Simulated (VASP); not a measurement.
A run of VASP 6.6.1 is set up as follows.

The input INCAR:

```
  PREC = Accurate
  ENCUT = 520
  EDIFF = 1E-6
  ISMEAR = 0
  SIGMA = 0.1
  LREAL = False
  LASPH = True
  NELM = 150
  ALGO = Normal
  ISIF = 2
  LWAVE = False
  LCHARG = True
  ISPIN = 2
  MAGMOM = 0 0 0 0 1
  LORBIT = 11
  LMAXMIX = 4
  GGA = PE
  LELF = True
  LVHAR = True
  NBANDS = 36
```

File KPOINTS:

```
Automatic mesh
0
Gamma
  4 4 4
```

The input POSCAR:

```
Y4N
1.0
    4.7468680400      0.0000000000      0.0000000000
    0.0000000000      4.7468680400      0.0000000000
    0.0000000000      0.0000000000      4.7468680400
Y N
4 1
Direct
    0.0000000000      0.0000000000      0.0000000000
    0.5000000000      0.5000000000      0.0000000000
    0.5000000000      0.0000000000      0.5000000000
    0.0000000000      0.5000000000      0.5000000000
    0.5000000000      0.5000000000      0.5000000000
```

Potentials or basis: VASP PAW PBE potentials, release 64 (Y_sv, N).

Launch:

```bash
$ cat potpaw_PBE.64/Y_sv/POTCAR potpaw_PBE.64/N/POTCAR > POTCAR
$ mpirun -np 1 vasp_std > vasp.out
```

(1) Estimate the pressure.

(2) Estimate the net moment.

Answers

(1) 12.1 GPa.

(2) 0.00 μB per cell.

Caveat: the cell stands under pressure.
